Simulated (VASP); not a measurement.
## RbBr: single point with PBE

Crystal: RbBr.

```
Rb Br
1.0
     0.00000    3.50868    3.50868
     3.50868    0.00000    3.50868
     3.50868    3.50868    0.00000
Rb Br
1 1
Direct
  0.00000 0.00000 0.00000
  0.50000 0.50000 0.50000
```

```
Program                : VASP 6.6.1
Task                   : single point
Functional             : PBE
Potentials or basis    : VASP PAW PBE potentials, release 64 (Rb_sv, Br)
Cutoff                 : 520 eV
k mesh                 : 6 × 6 × 6
Occupations            : gaussian, width 0.02 eV
Spin                   : no spin polarisation
Dipole correction      : no
Further INCAR settings : ALGO = Normal; EDIFF = 1e-06; NBANDS = 15
```

| Item | Value |
| --- | --- |
| Pressure | 0.0 GPa |
| Band gap on the k mesh | 4.19 eV, direct |

Levels at points of the mesh, in eV from the valence-band top:
```csv
k point,band 5,band 6,band 7,band 8,band 9,band 10,band 11,band 12
"(0.00, 0.00, 0.00)",-8.64,0.00,0.00,0.00,4.19,7.25,7.25,7.25
"(0.50, 0.00, 0.00)",-8.61,-0.87,-0.30,-0.30,6.63,7.46,9.27,9.27
"(0.50, 0.50, 0.00)",-8.69,-0.45,-0.15,-0.15,5.67,6.86,8.84,9.06
```

Run time: 48 s on 1 thread of Intel Xeon 6975P-C (shared host), peak memory 0.24 GiB.
